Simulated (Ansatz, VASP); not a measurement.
**Two plane-wave programs on CuI**

File INCAR:

```
ALGO = Normal
EDIFF = 1E-6
ENCUT = 520
GGA = PE
ISIF = 2
ISMEAR = 0
LASPH = T
LCHARG = F
LREAL = F
LWAVE = F
NBANDS = 16
NELM = 80
PREC = Accurate
SIGMA = 0.05
```

File KPOINTS:

```
k-points
0
Gamma
  8 8 8
```

POSCAR

```
CuI
1.0
    0.0000000000      3.1214688997      2.9985292024
    2.9985292024      0.0000000000      2.9985292024
    2.9985292024      3.1214688997      0.0000000000
Cu I
1 1
Direct
    0.7500000000      0.7500000000      0.7500000000
    0.0000000000      0.0000000000      0.0000000000
```

Input for Ansatz:

```yaml
crystal:
  lattice:
    - [0.0, 3.1214688997, 2.9985292024]
    - [2.9985292024, 0.0, 2.9985292024]
    - [2.9985292024, 3.1214688997, 0.0]
  atoms:
    - { symbol: Cu, position: [0.75, 0.75, 0.75] }
    - { symbol: I, position: [0.0, 0.0, 0.0] }
basis:
  ecutwfc: 520.0
kpoints:
  mp_grid: { grid: [8, 8, 8] }
hamiltonian:
  xc: pbe
scf:
  occupations: { method: gaussian, width: 0.05 }
output:
  forces: true
  stress: true
  eigenvalues: true
```

Alike in both runs: task single point; functional PBE; k mesh 8 × 8 × 8; occupations gaussian, width 0.05 eV; no spin polarisation.

```csv
,VASP,Ansatz
version,VASP 6.6.1,Ansatz 0.2.0
potentials or method,"VASP PAW PBE potentials, release 64 (Cu, I), cutoff 520 eV","scalar-relativistic, plane waves, PAW"
valence electrons in the cell,18,36
```

|  | VASP | Ansatz | Ansatz less VASP |
| --- | --- | --- | --- |
| gap on the k mesh at the Fermi level (eV) | 1.10 | 1.08 | -0.020 |
| least direct gap on the mesh (eV) | 1.10 | 1.08 | -0.020 |
| pressure (GPa) | 0.0 | 0.0 | +0.04 |
| traceless stress, the component that is largest in VASP (GPa) | -0.50 | -0.50 | -0.005 |

The functional is the same, so the differences come from potentials, cutoffs and numerics. VASP's potentials hold 18 valence electrons a cell and Ansatz's 36, so a difference there can come from the potentials and not from the codes.

Spin-orbit coupling is off throughout.
